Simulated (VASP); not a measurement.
Wanted: the native input for a VASP 6.6.1 run.

| Item | Value |
| --- | --- |
| Task | single point |
| Functional | PBEsol |
| Potentials or basis | VASP PAW PBE potentials, release 64 (Fe, Co) |
| Cutoff | 600 eV |
| k mesh | 5 × 5 × 7 |
| Occupations | gaussian, width 0.4 eV |
| Spin | collinear spin, ferromagnetic start |
| Starting moments | [2.6, 2.87, 2.87, 1.99] μB |
| Dipole correction | no |
| Further INCAR settings | ALGO = Normal; EDIFF = 1e-06; NBANDS = 28 |

The structure of Fe3Co lies in POSCAR:

```
Fe3Co
1.0
    4.0235794450      0.0000000000      0.0000000000
    0.0000000000      4.0235794450      0.0000000000
    0.0000000000      0.0000000000      2.8277051700
Fe Co
3 1
Direct
    0.5000000000      0.5000000000      0.0000000000
    0.5000000000      0.0000000000      0.5000000000
    0.0000000000      0.5000000000      0.5000000000
    0.0000000000      0.0000000000      0.0000000000
```

One way to write it, as run:

INCAR

```
PREC = Accurate
ENCUT = 600
EDIFF = 1E-6
ISMEAR = 0
SIGMA = 0.4
LREAL = False
LASPH = True
NELM = 200
ALGO = Normal
ISIF = 2
LWAVE = False
LCHARG = False
ISPIN = 2
MAGMOM = 2.6 2.87 2.87 1.99
LORBIT = 11
LMAXMIX = 4
GGA = PS
NBANDS = 28
GGA_COMPAT = False
```

KPOINTS

```
regular mesh
0
Gamma
  5 5 7
```

Potentials or basis: VASP PAW PBE potentials, release 64 (Fe, Co).

Launch:

```console
$ cat potpaw_PBE.64/Fe/POTCAR potpaw_PBE.64/Co/POTCAR > POTCAR
$ mpirun -np 1 vasp_std > vasp.out
```

It gave:

```json
{"Pressure": "-8.6 GPa", "Net moment": "9.09 μB per cell", "Site moments": "Fe +2.30, +2.54 (each value once); Co +1.70 μB", "Valence electrons inside the program's atomic spheres": "Fe 7.27, 7.21 (each value once); Co 8.24"}
```

Caveat: the cell stands under tension; so wide a smearing shifts energies and pressures; the PAW data sets were made with another functional, which shifts forces and pressure a little.

Wall time 77 s on 1 thread of Oxide Virtual Turin-like Processor (shared host), peak memory 0.18 GiB.
